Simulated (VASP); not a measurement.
# CuF (P6_3/mmc) in VASP: a series of runs, part 2 of 3

VASP 6.6.1. The steps go on from the part before.

## (3) Single point, PBE (14.03 Å³/atom)

This run uses another cell than the first one, of 14.03 Å³/atom.

INCAR reads:

```
SYSTEM = CuF
ALGO = Normal ; EDIFF = 1E-6
ENCUT = 820 ; GGA = PE
GGA_COMPAT = .FALSE. ; ISIF = 2
ISMEAR = -1 ; LASPH = .TRUE.
LCHARG = .FALSE. ; LREAL = .FALSE.
LWAVE = .FALSE. ; NBANDS = 34
NELM = 120 ; PREC = Accurate
SIGMA = 0.02
```

KPOINTS reads:

```
k-points
0
G
  9 9 4
  0 0 0
```

POSCAR reads:

```
CuF
1.0
    3.4636356870      0.0000000000      0.0000000000
   -1.7318178435      2.9995964944      0.0000000000
    0.0000000000      0.0000000000      5.4027293711
Cu F
2 2
Direct
    0.3333333333      0.6666666667      0.2500000000
    0.6666666667      0.3333333333      0.7500000000
    0.6666666667      0.3333333333      0.2500000000
    0.3333333333      0.6666666667      0.7500000000
```

Potentials or basis: VASP PAW PBE potentials, release 64 (Cu_sv_GW, F).

Run with:

```sh
$ cat potpaw_PBE.64/Cu_sv_GW/POTCAR potpaw_PBE.64/F/POTCAR > POTCAR
$ mpirun -np 1 vasp_std > vasp.out
```

OUTCAR:

```text
SYSTEM = CuF
   EDIFF = 1E-6
   ENCUT = 820
   GGA = PE
   ISIF = 2
   ISMEAR = -1
   LASPH = .TRUE.
   LREAL = .FALSE.
   NELM = 120
   PREC = Accurate

 ion  position               nearest neighbor table
   1  0.333  0.667  0.250-   3 2.00   3 2.00   3 2.00
   2  0.667  0.333  0.750-   4 2.00   4 2.00   4 2.00
   3  0.667  0.333  0.250-   1 2.00   1 2.00   1 2.00
   4  0.333  0.667  0.750-   2 2.00   2 2.00   2 2.00

  LATTYP: Found a hexagonal cell.
 ALAT       =     3.4636356870
 C/A-ratio  =     1.5598434302

  Lattice vectors:

 A1 = (   3.4636356870,   0.0000000000,   0.0000000000)
 A2 = (  -1.7318178435,   2.9995964944,   0.0000000000)
 A3 = (   0.0000000000,   0.0000000000,   5.4027293711)

Analysis of symmetry for initial positions (statically):
=====================================================================
 Subroutine PRICEL returns:
 Original cell was already a primitive cell.

 Routine SETGRP: Setting up the symmetry group for a
 hexagonal supercell.

 Subroutine GETGRP returns: Found 24 space group operations
 (whereof 12 operations were pure point group operations)
 out of a pool of 24 trial point group operations.

The static configuration has the point symmetry D_3d.
 The point group associated with its full space group is D_6h.

Analysis of symmetry for dynamics (positions and initial velocities):
=====================================================================
 Subroutine PRICEL returns:
 Original cell was already a primitive cell.

 Routine SETGRP: Setting up the symmetry group for a
 hexagonal supercell.

 Subroutine GETGRP returns: Found 24 space group operations
 (whereof 12 operations were pure point group operations)
 out of a pool of 24 trial point group operations.

The dynamic configuration has the point symmetry D_3d.
 The point group associated with its full space group is D_6h.

 Subroutine INISYM returns: Found 24 space group operations
 (whereof 12 operations are pure point group operations),
 and found     1 'primitive' translations

[... 119 lines left out ...]
  volume/ion in A,a.u.               =      14.03        94.70
  Fermi-wavevector in a.u.,A,eV,Ry     =   1.595903  3.015820 34.652771  2.546907
  Thomas-Fermi vector in A             =   2.693749
   LORBIT       =      0    0 simple, 1 ext, 2 COOP (PROOUT), +10 PAW based schemes
   GGA     = PE    functional components
   LHFCALC =     F    Hartree Fock is set to
   AEXX    =    0.0000 exact exchange contribution
   IVDW    =     0    specifies the selected vdW correction
   LEPSILON=     F    determine dielectric tensor
   LRPA    =     F    only Hartree local field effects (RPA)
 non-spin polarized calculation
  energy-cutoff  :      820.00
  volume of cell :       56.13
 maximum number of plane-waves:      3012
   NGX = 17   NGY = 17   NGZ = 25

 number of electron      52.0000016 magnetization

 Free energy of the ion-electron system (eV)
  ---------------------------------------------------
  ext. energy  EPLUGINS =         0.00000000
  ---------------------------------------------------
  free energy    TOTEN  =       -14.33412725 eV

  energy without entropy =      -14.33024085  energy(sigma->0) =      -14.33218405

 E-fermi :   3.0957     XC(G=0): -10.0990

 val. band max:        3.0802492259   @ k =   0.1111  -0.0000   0.2500
 cond. band min:       3.1148520694   @ k =   0.0000   0.0000   0.0000
 fundamental gap:      0.0346028435
 Fermi energy:         3.0957342779

 k-point     1 :       0.0000    0.0000    0.0000
  band No.  band energies     occupation
      1    -107.7683      2.00000
      2    -107.7682      2.00000
      3     -65.2861      2.00000
      4     -65.2833      2.00000
      5     -65.1691      2.00000
      6     -65.1691      2.00000
[... 877 lines left out ...]
     33      14.5909      0.00000
     34      15.3543      0.00000

 [... further k-points ...]

------------------------ aborting loop because EDIFF is reached ----------------------------------------

  FORCE on cell =-STRESS in cart. coord.  units (eV):
  Direction    XX          YY          ZZ          XY          YZ          ZX
  --------------------------------------------------------------------------------------
  -------------------------------------------------------------------------------------
  Total        1.7828064      1.7828064      0.3915635      0.0000000     -0.0000000      0.0000000
  in kB       50.8869592     50.8869592     11.1764673      0.0000000     -0.0000000      0.0000000
  external PRESSURE =      37.6501286 kB  Pullay stress =       0.0000000 kB

 VOLUME and BASIS-vectors are now :
 -----------------------------------------------------------------------------
  energy-cutoff  :      820.00
  volume of cell :       56.13
      direct lattice vectors                 reciprocal lattice vectors
     3.463635687  0.000000000  0.000000000     0.288713967  0.166689087  0.000000000
    -1.731817844  2.999596494  0.000000000     0.000000000  0.333378173  0.000000000
     0.000000000  0.000000000  5.402729371     0.000000000  0.000000000  0.185091633

 POSITION                                       TOTAL-FORCE (eV/Angst)
 -----------------------------------------------------------------------------------
     -0.00000      1.99973      1.35068        -0.000000      0.000000      0.000000
      1.73182      0.99987      4.05205         0.000000     -0.000000      0.000000
      1.73182      0.99987      1.35068        -0.000000     -0.000000     -0.000000
     -0.00000      1.99973      4.05205        -0.000000     -0.000000     -0.000000
 -----------------------------------------------------------------------------------
    total drift:                               -0.000000      0.000000     -0.000000

  FREE ENERGIE OF THE ION-ELECTRON SYSTEM (eV)
  ---------------------------------------------------
  free  energy   TOTEN  =       -14.3341272519 eV

  energy  without entropy=      -14.3302408521  energy(sigma->0) =      -14.33218405
```

OSZICAR:

```text
N       E                     dE             d eps       ncg     rms          rms(c)
DAV:   1     0.111576575330E+04    0.11158E+04   -0.42202E+04  3750   0.531E+03
DAV:   2     0.112480086992E+03   -0.10033E+04   -0.96586E+03  3946   0.129E+03
DAV:   3    -0.863960338000E+01   -0.12112E+03   -0.11858E+03  4622   0.533E+02
DAV:   4    -0.157419044359E+02   -0.71023E+01   -0.70688E+01  4360   0.138E+02
DAV:   5    -0.159176870729E+02   -0.17578E+00   -0.17564E+00  4200   0.185E+01    0.819E+00
DAV:   6    -0.150160177214E+02    0.90167E+00   -0.98321E+00  4456   0.114E+02    0.685E+00
DAV:   7    -0.143560546887E+02    0.65996E+00   -0.41622E+00  4072   0.987E+01    0.210E+00
DAV:   8    -0.143414897320E+02    0.14565E-01   -0.19061E-01  4520   0.129E+01    0.114E+00
DAV:   9    -0.143338254462E+02    0.76643E-02   -0.24682E-02  3768   0.580E+00    0.150E-01
DAV:  10    -0.143340760523E+02   -0.25061E-03   -0.21537E-03  4128   0.159E+00    0.797E-02
DAV:  11    -0.143341307758E+02   -0.54723E-04   -0.58079E-04  4440   0.965E-01    0.425E-02
DAV:  12    -0.143341250130E+02    0.57628E-05   -0.11396E-04  4144   0.223E-01    0.132E-02
DAV:  13    -0.143341269199E+02   -0.19069E-05   -0.11064E-05  3104   0.696E-02    0.331E-03
DAV:  14    -0.143341272519E+02   -0.33203E-06   -0.10761E-06  2064   0.448E-02
   1 F= -.14334127E+02 E0= -.14332184E+02  d E =-.388640E-02
```

stdout:

```text
POSCAR found type information on POSCAR CuF
 POSCAR found :  2 types and       4 ions
 scaLAPACK will be used
 LDA part: xc-table for (Slater+PW92), standard interpolation
 POSCAR, INCAR and KPOINTS ok, starting setup
 FFT: planning ... GRIDC
 FFT: planning ... GRID_SOFT
 FFT: planning ... GRID
 WAVECAR not read
 entering main loop
```

It took 2.1 min on 1 thread of Intel Xeon Platinum 8488C (Sapphire Rapids), shared host; peak memory 0.29 GiB.

Results:

```
Free energy            : -14.3341 eV
Pressure               : 3.8 GPa
Band gap on the k mesh : zero (bands 26 and 27 overlap by 0.07 eV)
```

Caveat: the cell stands under pressure; semilocal functionals underestimate gaps, and a narrow one can read as zero.

## (4) Single point, r2SCAN (12.73 Å³/atom)

This run uses another cell than the first one, of 12.73 Å³/atom.

POSCAR reads:

```
CuF
1.0
    3.4370317958      0.0000000000      0.0000000000
   -1.7185158979      2.9765568488      0.0000000000
    0.0000000000      0.0000000000      4.9787659384
Cu F
2 2
Direct
    0.3333333333      0.6666666667      0.2500000000
    0.6666666667      0.3333333333      0.7500000000
    0.6666666667      0.3333333333      0.2500000000
    0.3333333333      0.6666666667      0.7500000000
```

INCAR.step1 reads:

```
PREC = Accurate ; ENCUT = 900
ISMEAR = -1 ; SIGMA = 0.02
LREAL = F ; LASPH = T
NELM = 120 ; NBANDS = 34
GGA = PE ; ALGO = Normal
EDIFF = 1E-5 ; LWAVE = T
LCHARG = F ; GGA_COMPAT = F
```

INCAR.step2 reads:

```
PREC = Accurate ; ENCUT = 900
EDIFF = 1E-6 ; ISMEAR = -1
SIGMA = 0.02 ; LREAL = F
LASPH = T ; NELM = 120
ALGO = Normal ; ISIF = 2
LWAVE = F ; LCHARG = T
METAGGA = R2SCAN ; LMIXTAU = T
LELF = T ; LVHAR = T
NBANDS = 34 ; ISTART = 1
GGA_COMPAT = F
```

KPOINTS reads:

```
Automatic mesh
0
Gamma
  9 9 4
```

Potentials or basis: VASP PAW PBE potentials, release 64 (Cu_sv_GW, F).

Run with:

```sh
$ cat potpaw_PBE.64/Cu_sv_GW/POTCAR potpaw_PBE.64/F/POTCAR > POTCAR
$ cp INCAR.step1 INCAR
$ mpirun -np 1 vasp_std > vasp.out
$ cp INCAR.step2 INCAR
$ mpirun -np 1 vasp_std > vasp.out
```

OUTCAR:

```text
PREC = Accurate
   ENCUT = 900
   EDIFF = 1E-6
   ISMEAR = -1
   LREAL = F
   LASPH = T
   NELM = 120
   ISIF = 2
   METAGGA = R2SCAN
   ISTART = 1

 ion  position               nearest neighbor table
   1  0.333  0.667  0.250-   3 1.98   3 1.98   3 1.98
   2  0.667  0.333  0.750-   4 1.98   4 1.98   4 1.98
   3  0.667  0.333  0.250-   1 1.98   1 1.98   1 1.98
   4  0.333  0.667  0.750-   2 1.98   2 1.98   2 1.98

  LATTYP: Found a hexagonal cell.
 ALAT       =     3.4370317958
 C/A-ratio  =     1.4485655747

  Lattice vectors:

 A1 = (   3.4370317958,   0.0000000000,   0.0000000000)
 A2 = (  -1.7185158979,   2.9765568488,   0.0000000000)
 A3 = (   0.0000000000,   0.0000000000,   4.9787659384)

Analysis of symmetry for initial positions (statically):
=====================================================================
 Subroutine PRICEL returns:
 Original cell was already a primitive cell.

 Routine SETGRP: Setting up the symmetry group for a
 hexagonal supercell.

 Subroutine GETGRP returns: Found 24 space group operations
 (whereof 12 operations were pure point group operations)
 out of a pool of 24 trial point group operations.

The static configuration has the point symmetry D_3d.
 The point group associated with its full space group is D_6h.

Analysis of symmetry for dynamics (positions and initial velocities):
=====================================================================
 Subroutine PRICEL returns:
 Original cell was already a primitive cell.

 Routine SETGRP: Setting up the symmetry group for a
 hexagonal supercell.

 Subroutine GETGRP returns: Found 24 space group operations
 (whereof 12 operations were pure point group operations)
 out of a pool of 24 trial point group operations.

The dynamic configuration has the point symmetry D_3d.
 The point group associated with its full space group is D_6h.
[... 113 lines left out ...]
   PSTRESS=    0.0 pullay stress
   NELECT =      52.0000    total number of electrons
   NUPDOWN=      -1.0000    fix difference up-down
   EMIN   =  10.00;   EMAX   =-10.00  energy-range for DOS
   EFERMI =   0.00;   METHOD = LEGACY
   ISMEAR =    -1;   SIGMA  =   0.02  broadening in eV -4-tet -1-fermi 0-gaus
   EFERMI_NEDOS =   21; number of points for ismear=-14 and -15
   IALGO  =     38    algorithm
   IMIX   =      4    mixing-type and parameters
     AMIX     =   0.40;   BMIX     =  1.00
     AMIX_MAG =   1.60;   BMIX_MAG =  1.00
  volume/ion in A,a.u.               =      12.73        85.93
  Fermi-wavevector in a.u.,A,eV,Ry     =   1.648426  3.115074 36.971225  2.717308
  Thomas-Fermi vector in A             =   2.737717
   LORBIT       =      0    0 simple, 1 ext, 2 COOP (PROOUT), +10 PAW based schemes
   METAGGA = R2SCAN    functional components
   LHFCALC =     F    Hartree Fock is set to
   AEXX    =    0.0000 exact exchange contribution
   IVDW    =     0    specifies the selected vdW correction
   LEPSILON=     F    determine dielectric tensor
   LRPA    =     F    only Hartree local field effects (RPA)
 non-spin polarized calculation
  energy-cutoff  :      900.00
  volume of cell :       50.94
 maximum number of plane-waves:      3162
 NGX is ok and might be reduce to    36
   NGX = 17   NGY = 17   NGZ = 25

 number of electron      52.0000000 magnetization

 Free energy of the ion-electron system (eV)
  ---------------------------------------------------
  ext. energy  EPLUGINS =         0.00000000
  ---------------------------------------------------
  free energy    TOTEN  =       -31.69805550 eV

  energy without entropy =      -31.69426711  energy(sigma->0) =      -31.69616130

 E-fermi :   3.7090     XC(G=0): -11.2261

 val. band max:        3.6767619810   @ k =   0.1111  -0.0000   0.0000
 cond. band min:       3.7092646589   @ k =   0.1111  -0.0000   0.2500
 fundamental gap:      0.0325026779
 Fermi energy:         3.7090232829

 k-point     1 :       0.0000    0.0000    0.0000
  band No.  band energies     occupation
      1    -110.8789      2.00000
      2    -110.8784      2.00000
      3     -66.8365      2.00000
      4     -66.8308      2.00000
      5     -66.7712      2.00000
      6     -66.7712      2.00000
[... 877 lines left out ...]
     33      16.4986      0.00000
     34      17.4407      0.00000

 [... further k-points ...]
[... 5 lines left out ...]
  --------------------------------------------------------------------------------------
  -------------------------------------------------------------------------------------
  Total        2.0121389      2.0121389      0.9521566      0.0000000     -0.0000000      0.0000000
  in kB       63.2920391     63.2920391     29.9501862      0.0000000     -0.0000000      0.0000000
  external PRESSURE =      52.1780882 kB  Pullay stress =       0.0000000 kB

 VOLUME and BASIS-vectors are now :
 -----------------------------------------------------------------------------
  energy-cutoff  :      900.00
  volume of cell :       50.94
      direct lattice vectors                 reciprocal lattice vectors
     3.437031796  0.000000000  0.000000000     0.290948720  0.167979322  0.000000000
    -1.718515898  2.976556849  0.000000000     0.000000000  0.335958643  0.000000000
     0.000000000  0.000000000  4.978765938     0.000000000  0.000000000  0.200852985

 POSITION                                       TOTAL-FORCE (eV/Angst)
 -----------------------------------------------------------------------------------
     -0.00000      1.98437      1.24469         0.000000     -0.000000      0.000000
      1.71852      0.99219      3.73407        -0.000000      0.000000      0.000000
      1.71852      0.99219      1.24469         0.000000     -0.000000      0.000000
     -0.00000      1.98437      3.73407        -0.000000     -0.000000      0.000000
 -----------------------------------------------------------------------------------
    total drift:                               -0.000001      0.000000     -0.000000

  FREE ENERGIE OF THE ION-ELECTRON SYSTEM (eV)
  ---------------------------------------------------
  free  energy   TOTEN  =       -31.6980554954 eV

  energy  without entropy=      -31.6942671098  energy(sigma->0) =      -31.69616130
```

OUTCAR.step1:

```text
PREC = Accurate
   ENCUT = 900
   ISMEAR = -1
   LREAL = F
   LASPH = T
[... 1118 lines left out ...]
     -0.00000      1.98437      1.24469         0.000000     -0.000000      0.000000
      1.71852      0.99219      3.73407        -0.000000      0.000000      0.000000
      1.71852      0.99219      1.24469        -0.000000     -0.000000      0.000000
     -0.00000      1.98437      3.73407        -0.000000      0.000000      0.000000
 -----------------------------------------------------------------------------------
    total drift:                               -0.000001      0.000000     -0.000000

  FREE ENERGIE OF THE ION-ELECTRON SYSTEM (eV)
  ---------------------------------------------------
  free  energy   TOTEN  =       -14.1767308893 eV

  energy  without entropy=      -14.1728802169  energy(sigma->0) =      -14.17480555
```

Run time: 9 min. Hardware: 1 thread of Intel Xeon Platinum 8259CL at 2.50GHz (Skylake/Cascade Lake), shared host; peak memory 0.35 GiB.

What came out:

- Free energy: -31.6981 eV
- Pressure: 5.2 GPa
- Band gap on the k mesh: zero (bands 26 and 27 overlap by 0.06 eV)

Stress tensor (GPa, compression positive):
```
6.33 0.00 0.00
0.00 6.33 0.00
0.00 0.00 3.00
```

Levels at points of the mesh, in eV from the Fermi level:
```
           k point  band 23  band 24  band 25  band 26  band 27  band 28  band 29  band 30
(0.00, 0.00, 0.00)    -0.77     0.01     0.01     0.03     0.03     4.32     5.56    12.11
(0.00, 0.00, 0.50)     0.02     0.02     0.02     0.02     0.84     0.84    10.20    10.20
```

Caveat: the cell stands under pressure; semilocal functionals underestimate gaps, and a narrow one can read as zero; the PAW data sets were made with another functional, which shifts forces and pressure a little. With open d or f shells a metallic result of r2SCAN can be an artefact of self-interaction; +U or a hybrid may open a gap.

## (5) Single point, PBE (14.48 Å³/atom)

This run uses another cell than the first one, of 14.48 Å³/atom.

INCAR reads:

```
ALGO = Normal ; EDIFF = 1E-6
ENCUT = 820 ; GGA = PE
GGA_COMPAT = F ; ISIF = 2
ISMEAR = -1 ; LASPH = T
LCHARG = F ; LREAL = F
LWAVE = F ; NBANDS = 34
NELM = 120 ; PREC = Accurate
SIGMA = 0.02
```

KPOINTS reads:

```
k-points
0
Gamma
  9 9 4
```

POSCAR reads:

```
CuF
1.0
    3.5000976895      0.0000000000      0.0000000000
   -1.7500488448      3.0311735149      0.0000000000
    0.0000000000      0.0000000000      5.4596043862
Cu F
2 2
Direct
    0.3333333333      0.6666666667      0.2500000000
    0.6666666667      0.3333333333      0.7500000000
    0.6666666667      0.3333333333      0.2500000000
    0.3333333333      0.6666666667      0.7500000000
```

Run with:

```sh
$ cat potpaw_PBE.64/Cu_sv_GW/POTCAR potpaw_PBE.64/F/POTCAR > POTCAR
$ mpirun -np 1 vasp_std > vasp.out
```

It took 93 s on 1 thread of Intel Xeon 6975P-C (Granite Rapids), shared host; peak memory 0.32 GiB.

Results (log left out):

* Free energy: -14.3701 eV
* Pressure: 1.4 GPa
* Band gap on the k mesh: zero (bands 26 and 27 overlap by 0.06 eV)

Stress tensor (GPa, compression positive):
```
2.07 0.00 0.00
0.00 2.07 0.00
0.00 0.00 0.15
```

Levels at points of the mesh, in eV from the Fermi level:
| k point | band 23 | band 24 | band 25 | band 26 | band 27 | band 28 | band 29 | band 30 |
| --- | --- | --- | --- | --- | --- | --- | --- | --- |
| (0.00, 0.00, 0.00) | -0.79 | 0.01 | 0.01 | 0.03 | 0.03 | 3.15 | 4.42 | 11.49 |
| (0.00, 0.00, 0.50) | 0.02 | 0.02 | 0.02 | 0.02 | 0.26 | 0.26 | 8.40 | 8.40 |

Caveat: semilocal functionals underestimate gaps, and a narrow one can read as zero. With open d or f shells a metallic result of PBE can be an artefact of self-interaction; +U or a hybrid may open a gap.

(Continued in part 3 of 3.)

The gap in the log of VASP goes by the Fermi energy; the results here count the filled bands.